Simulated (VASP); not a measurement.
# SiNi (Pnma) in VASP: single point with PBEsol

Aim: the single point of SiNi with PBEsol.

Everything below comes from runs of VASP 6.6.1. Logs are shortened: lines on timing, memory, paths and dates and some standing lists are left out, and cuts for length are marked.

**1. The cell of the first run**

Symmetry: Pnma, No. 62, orthorhombic system. Conventional cell: a = 5.088 Å, b = 3.358 Å, c = 5.526 Å, α = 90.00°, β = 90.00°, γ = 90.00°. Si (site symmetry m) has 6 Ni at 2.26 to 2.38 Å and 2 Si at 2.65 Å within 3.0 Å. Ni (site symmetry m) has 6 Si at 2.26 to 2.38 Å and 4 Ni at 2.64 to 2.67 Å within 3.0 Å.

**2. Single point, PBEsol**

INCAR

```
PREC = Accurate ; ENCUT = 600
EDIFF = 1E-6 ; ISMEAR = 0
SIGMA = 0.1 ; LREAL = False
LASPH = True ; NELM = 120
ALGO = Normal ; ISIF = 2
LWAVE = False ; LCHARG = True
GGA = PS ; LELF = True
LVHAR = True ; NBANDS = 38
GGA_COMPAT = False
```

KPOINTS

```
regular mesh
0
Gamma
  8 10 6
```

POSCAR

```
SiNi
1.0
    5.0884847413      0.0000000000      0.0000000000
    0.0000000000      3.3583744181      0.0000000000
    0.0000000000      0.0000000000      5.5261916462
Si Ni
4 4
Direct
    0.3214268340      0.7500000000      0.0865580093
    0.1785731660      0.2500000000      0.5865580093
    0.8214268340      0.7500000000      0.4134419907
    0.6785731660      0.2500000000      0.9134419907
    0.0093788364      0.2500000000      0.1873448732
    0.4906211636      0.7500000000      0.6873448732
    0.5093788364      0.2500000000      0.3126551268
    0.9906211636      0.7500000000      0.8126551268
```

Potentials or basis: VASP PAW PBE potentials, release 64 (Si, Ni).

Launch:

```console
cat potpaw_PBE.64/Si/POTCAR potpaw_PBE.64/Ni/POTCAR > POTCAR
mpirun -np 1 vasp_std > vasp.out
```

OUTCAR:

```text
PREC = Accurate
   ENCUT = 600
   EDIFF = 1E-6
   ISMEAR = 0
   LREAL = False
   LASPH = True
   NELM = 120
   ISIF = 2
   GGA = PS

 ion  position               nearest neighbor table
   1  0.321  0.750  0.087-   8 2.26   7 2.30   7 2.30   6 2.37   5 2.38   5 2.38   4 2.65   4 2.65
                             3 3.12   3 3.12
   2  0.179  0.250  0.587-   7 2.26   8 2.30   8 2.30   5 2.37   6 2.38   6 2.38   3 2.65   3 2.65
                             4 3.12   4 3.12
   3  0.821  0.750  0.413-   6 2.26   5 2.30   5 2.30   8 2.37   7 2.38   7 2.38   2 2.65   2 2.65
                             1 3.12   1 3.12
   4  0.679  0.250  0.913-   5 2.26   6 2.30   6 2.30   7 2.37   8 2.38   8 2.38   1 2.65   1 2.65
                             2 3.12   2 3.12
   5  0.009  0.250  0.187-   4 2.26   3 2.30   3 2.30   2 2.37   1 2.38   1 2.38   7 2.64   7 2.64
                             8 2.67   8 2.67
   6  0.491  0.750  0.687-   3 2.26   4 2.30   4 2.30   1 2.37   2 2.38   2 2.38   8 2.64   8 2.64
                             7 2.67   7 2.67
   7  0.509  0.250  0.313-   2 2.26   1 2.30   1 2.30   4 2.37   3 2.38   3 2.38   5 2.64   5 2.64
                             6 2.67   6 2.67
   8  0.991  0.750  0.813-   1 2.26   2 2.30   2 2.30   3 2.37   4 2.38   4 2.38   6 2.64   6 2.64
                             5 2.67   5 2.67

  LATTYP: Found a simple orthorhombic cell.
 ALAT       =     3.3583744181
 B/A-ratio  =     1.5151630247
 C/A-ratio  =     1.6454959925

  Lattice vectors:

 A1 = (   0.0000000000,  -3.3583744181,   0.0000000000)
 A2 = (   5.0884847413,   0.0000000000,   0.0000000000)
 A3 = (   0.0000000000,   0.0000000000,   5.5261916462)

Analysis of symmetry for initial positions (statically):
=====================================================================
 Subroutine PRICEL returns:
 Original cell was already a primitive cell.

 Routine SETGRP: Setting up the symmetry group for a
 simple orthorhombic supercell.

 Subroutine GETGRP returns: Found  8 space group operations
 (whereof  2 operations were pure point group operations)
 out of a pool of  8 trial point group operations.

The static configuration has the point symmetry S_2 .
 The point group associated with its full space group is D_2h.

Analysis of symmetry for dynamics (positions and initial velocities):
=====================================================================
 Subroutine PRICEL returns:
 Original cell was already a primitive cell.
[... 126 lines left out ...]
   NFREE  =      0    steps in history (QN), initial steepest desc. (CG)
   ISIF   =      2    stress and relaxation
   ISYM   =      2    0-nonsym 1-usesym 2-fastsym
   POTIM  = 0.5000    time-step for ionic-motion
   TEBEG  =    0.0;   TEEND  =   0.0 temperature during run
   PSTRESS=    0.0 pullay stress
   NELECT =      56.0000    total number of electrons
   NUPDOWN=      -1.0000    fix difference up-down
   EMIN   =  10.00;   EMAX   =-10.00  energy-range for DOS
   EFERMI =   0.00;   METHOD = LEGACY
   ISMEAR =     0;   SIGMA  =   0.10  broadening in eV -4-tet -1-fermi 0-gaus
   EFERMI_NEDOS =   21; number of points for ismear=-14 and -15
   IALGO  =     38    algorithm
   IMIX   =      4    mixing-type and parameters
     AMIX     =   0.40;   BMIX     =  1.00
     AMIX_MAG =   1.60;   BMIX_MAG =  1.00
  volume/ion in A,a.u.               =      11.80        79.66
  Fermi-wavevector in a.u.,A,eV,Ry     =   1.375381  2.599093 25.737769  1.891673
  Thomas-Fermi vector in A             =   2.500722
   LORBIT       =      0    0 simple, 1 ext, 2 COOP (PROOUT), +10 PAW based schemes
   GGA     = PS    functional components
   LHFCALC =     F    Hartree Fock is set to
   AEXX    =    0.0000 exact exchange contribution
   IVDW    =     0    specifies the selected vdW correction
   LEPSILON=     F    determine dielectric tensor
   LRPA    =     F    only Hartree local field effects (RPA)
 non-spin polarized calculation
 Gauss-broadening in eV      SIGMA  =   0.10
  energy-cutoff  :      600.00
  volume of cell :       94.44
 maximum number of plane-waves:      3188
 NGX is ok and might be reduce to    42
   NGX = 21   NGY = 13   NGZ = 23

 number of electron      56.0000016 magnetization

 Free energy of the ion-electron system (eV)
  ---------------------------------------------------
  ext. energy  EPLUGINS =         0.00000000
  ---------------------------------------------------
  free energy    TOTEN  =       -52.27173998 eV

  energy without entropy =      -52.26444599  energy(sigma->0) =      -52.26809299

 E-fermi :  10.6866     XC(G=0): -12.4544

 val. band max:       10.6607891808   @ k =   0.0000   0.5000   0.3333
 cond. band min:      10.7128681617   @ k =   0.1250   0.4000   0.0000
 fundamental gap:      0.0520789809
 Fermi energy:        10.6866001968

 k-point     1 :       0.0000    0.0000    0.0000
  band No.  band energies     occupation
      1      -2.5144      2.00000
      2       1.0023      2.00000
      3       2.1773      2.00000
      4       2.8421      2.00000
      5       4.0336      2.00000
      6       4.5616      2.00000
[... 973 lines left out ...]
     37      16.7598      0.00000
     38      17.3912      0.00000

 [... further k-points ...]

------------------------ aborting loop because EDIFF is reached ----------------------------------------

  FORCE on cell =-STRESS in cart. coord.  units (eV):
  Direction    XX          YY          ZZ          XY          YZ          ZX
  --------------------------------------------------------------------------------------
  -------------------------------------------------------------------------------------
  Total        0.1129977      0.0328044      0.1071329      0.0000000      0.0000000      0.0000000
  in kB        1.9170643      0.5565428      1.8175649      0.0000000      0.0000000      0.0000000
  external PRESSURE =       1.4303907 kB  Pullay stress =       0.0000000 kB

 VOLUME and BASIS-vectors are now :
 -----------------------------------------------------------------------------
  energy-cutoff  :      600.00
  volume of cell :       94.44
      direct lattice vectors                 reciprocal lattice vectors
     5.088484741  0.000000000  0.000000000     0.196522158  0.000000000  0.000000000
     0.000000000  3.358374418  0.000000000     0.000000000  0.297763107  0.000000000
     0.000000000  0.000000000  5.526191646     0.000000000  0.000000000  0.180956446

 POSITION                                       TOTAL-FORCE (eV/Angst)
 -----------------------------------------------------------------------------------
      1.63558      2.51878      0.47834         0.000872     -0.000000      0.004187
      0.90867      0.83959      3.24143        -0.000872      0.000000      0.004187
      4.17982      2.51878      2.28476         0.000872      0.000000     -0.004187
      3.45291      0.83959      5.04786        -0.000872     -0.000000     -0.004187
      0.04772      0.83959      1.03530         0.012918      0.000000     -0.002143
      2.49652      2.51878      3.79840        -0.012918     -0.000000     -0.002143
      2.59197      0.83959      1.72779         0.012918      0.000000      0.002143
      5.04076      2.51878      4.49089        -0.012918     -0.000000      0.002143
 -----------------------------------------------------------------------------------
    total drift:                                0.000000     -0.000000     -0.000000

  FREE ENERGIE OF THE ION-ELECTRON SYSTEM (eV)
  ---------------------------------------------------
  free  energy   TOTEN  =       -52.2717399839 eV

  energy  without entropy=      -52.2644459864  energy(sigma->0) =      -52.26809299
```

OSZICAR:

```text
N       E                     dE             d eps       ncg     rms          rms(c)
DAV:   1     0.392619830720E+03    0.39262E+03   -0.26624E+04  9128   0.194E+03
DAV:   2    -0.244982679797E+02   -0.41712E+03   -0.39995E+03  9126   0.391E+02
DAV:   3    -0.589500540731E+02   -0.34452E+02   -0.33178E+02 10188   0.133E+02
DAV:   4    -0.601355990462E+02   -0.11855E+01   -0.11768E+01 10864   0.225E+01
DAV:   5    -0.601730858002E+02   -0.37487E-01   -0.37473E-01 11228   0.380E+00    0.299E+01
DAV:   6    -0.697806621414E+02   -0.96076E+01   -0.14592E+02 10610   0.179E+02    0.378E+01
DAV:   7    -0.522409646731E+02    0.17540E+02   -0.46810E+01 10682   0.111E+02    0.630E+00
DAV:   8    -0.524029812357E+02   -0.16202E+00   -0.67798E+00 13400   0.196E+01    0.396E+00
DAV:   9    -0.522761818127E+02    0.12680E+00   -0.60390E-01 11134   0.102E+01    0.826E-01
DAV:  10    -0.522733376757E+02    0.28441E-02   -0.26117E-02 11104   0.180E+00    0.481E-01
DAV:  11    -0.522717826351E+02    0.15550E-02   -0.46411E-03 13248   0.794E-01    0.131E-01
DAV:  12    -0.522717717523E+02    0.10883E-04   -0.28549E-04 10506   0.116E-01    0.612E-02
DAV:  13    -0.522717412867E+02    0.30466E-04   -0.49962E-05 14284   0.752E-02    0.233E-02
DAV:  14    -0.522717400191E+02    0.12676E-05   -0.14095E-05 11462   0.204E-02    0.464E-03
DAV:  15    -0.522717399839E+02    0.35154E-07   -0.72988E-07  5624   0.101E-02
   1 F= -.52271740E+02 E0= -.52268093E+02  d E =-.729400E-02
```

Run time: 13 min. Hardware: 1 thread of Intel Xeon 8259CL, shared host; peak memory 0.5 GiB.

What came out:

```
Free energy            : -52.2717 eV
Pressure               : 0.1 GPa
Largest force          : 0.013 eV/Å
Band gap on the k mesh : zero (bands 28 and 29 overlap by 1.89 eV)
```

Forces in eV/Å, atoms in the order of the input:
```
Si   0.001  0.000  0.004
Si  -0.001  0.000  0.004
Si   0.001  0.000 -0.004
Si  -0.001  0.000 -0.004
Ni   0.013  0.000 -0.002
Ni  -0.013  0.000 -0.002
Ni   0.013  0.000  0.002
Ni  -0.013  0.000  0.002
```

Caveat: the PAW data sets were made with another functional, which shifts forces and pressure a little. Spin polarisation is off, so any magnetic state and its effect on volume and gap are missing.
